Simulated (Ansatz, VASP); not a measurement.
**ZnSe in VASP and in Ansatz**

File POSCAR:

```
ZnSe
1.0
    0.0000000000      2.8324246766      2.8324246766
    2.8324246766      0.0000000000      2.8324246766
    2.8324246766      2.8324246766      0.0000000000
Zn Se
1 1
Direct
    0.0000000000      0.0000000000      0.0000000000
    0.2500000000      0.2500000000      0.2500000000
```

Contents of INCAR.step1:

```
SYSTEM = ZnSe
ALGO = Normal
EDIFF = 1E-5
ENCUT = 550
GGA = PE
GGA_COMPAT = .False.
ISMEAR = 0
LASPH = .True.
LCHARG = .False.
LREAL = .False.
LWAVE = .True.
NBANDS = 16
NELM = 120
PREC = Accurate
SIGMA = 0.01
```

Contents of INCAR.step2:

```
SYSTEM = ZnSe
ALGO = Normal
EDIFF = 1E-6
ENCUT = 550
GGA_COMPAT = .False.
ISIF = 2
ISMEAR = 0
ISTART = 1
LASPH = .True.
LCHARG = .False.
LMIXTAU = .True.
LREAL = .False.
LWAVE = .False.
METAGGA = R2SCAN
NBANDS = 16
NELM = 120
PREC = Accurate
SIGMA = 0.01
```

File KPOINTS:

```
k-points
0
Gamma
  8 8 8
  0 0 0
```

Input for Ansatz:

```yaml
crystal:
  lattice:
    - [0.0, 2.8324246766, 2.8324246766]
    - [2.8324246766, 0.0, 2.8324246766]
    - [2.8324246766, 2.8324246766, 0.0]
  atoms:
    - { symbol: Zn, position: [0.0, 0.0, 0.0] }
    - { symbol: Se, position: [0.25, 0.25, 0.25] }
kpoints:
  mp_grid: { grid: [8, 8, 8] }
  band_path:
    path:
      - [0.0, 0.0, 0.0]
      - [-0.5, -0.5, 0.0]
      - [-0.375, -0.375, 0.25]
      - [-0.375, 0.0, 0.375]
      - [0.0, 0.0, 0.5]
      - [-0.5, -0.25, 0.25]
    npoints: 1
hamiltonian:
  xc: r2scan
scf:
  occupations: { method: fixed }
  n_extra_bands: 4
output:
  forces: true
  stress: true
  eigenvalues: true
```

Alike in both runs: task single point; functional r2SCAN; k mesh 8 × 8 × 8; no spin polarisation.

|  | VASP | Ansatz |
| --- | --- | --- |
| version | VASP 6.6.1 | Ansatz 0.2.0 |
| potentials or method | VASP PAW PBE potentials, release 64 (Zn, Se) | plane waves, PAW |
| plane-wave cutoff (eV) | 550 | 500 |
| occupations | gaussian, width 0.01 eV | fixed |
| valence electrons in the cell | 18 | 28 |

```csv
,VASP,Ansatz,Ansatz less VASP
gap on the k mesh at the Fermi level (eV),1.87,1.87,-0.004
pressure (GPa),0.1,0.0,-0.09
```

VASP's potentials were made for PBE, not for r2SCAN. VASP's potentials hold 18 valence electrons a cell and Ansatz's 28, so a difference there can come from the potentials and not from the codes.
